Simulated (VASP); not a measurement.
Here is a VASP 6.6.1 calculation.

Contents of POSCAR:

```
MoP
1.0
    3.2997658600      0.0000000000      0.0000000000
   -1.6498829300      2.8576810600      0.0000000000
    0.0000000000      0.0000000000      3.2429915700
Mo P
1 1
Direct
    0.0000000000      0.0000000000      0.0000000000
    0.3333333300      0.6666666700      0.5000000000
```

INCAR.step1

```
SYSTEM = MoP
PREC = Accurate
ENCUT = 500
ISMEAR = -1
SIGMA = 0.1
LREAL = .FALSE.
LASPH = .TRUE.
NELM = 120
GGA = PE
ALGO = Normal
EDIFF = 1E-5
LWAVE = .TRUE.
LCHARG = .FALSE.
GGA_COMPAT = .FALSE.
IBRION = 2
EDIFFG = -0.01
NELMIN = 4
NSW = 100
```

The input INCAR.step2:

```
SYSTEM = MoP
PREC = Accurate
ENCUT = 500
EDIFF = 1E-7
ISMEAR = -1
SIGMA = 0.1
LREAL = .FALSE.
LASPH = .TRUE.
NELM = 120
ALGO = Normal
ISIF = 2
LWAVE = .FALSE.
LCHARG = .FALSE.
METAGGA = R2SCAN
LMIXTAU = .TRUE.
IBRION = 2
NSW = 50
EDIFFG = -0.01
ISTART = 1
GGA_COMPAT = .FALSE.
NELMIN = 4
```

Contents of KPOINTS:

```
Automatic mesh
0
G
  12 12 11
  0 0 0
```

Potentials or basis: VASP PAW PBE potentials, release 64 (Mo_sv, P).

Launch:

```sh
$ cat potpaw_PBE.64/Mo_sv/POTCAR potpaw_PBE.64/P/POTCAR > POTCAR
$ cp INCAR.step1 INCAR
$ mpirun -np 1 vasp_std > vasp.out
$ cp INCAR.step2 INCAR
$ mpirun -np 1 vasp_std > vasp.out
```

Problem. Estimate the band gap on the k mesh.

Solution. Zero (an odd number of electrons rules out a gap without spin polarisation).

Stress tensor (GPa, compression positive):
```
-10.63   0.00   0.00
  0.00 -10.63   0.00
  0.00   0.00 -13.75
```

Caveat: the relaxation stopped at its first step, so nothing moved; the PAW data sets were made with another functional, which shifts forces and pressure a little.
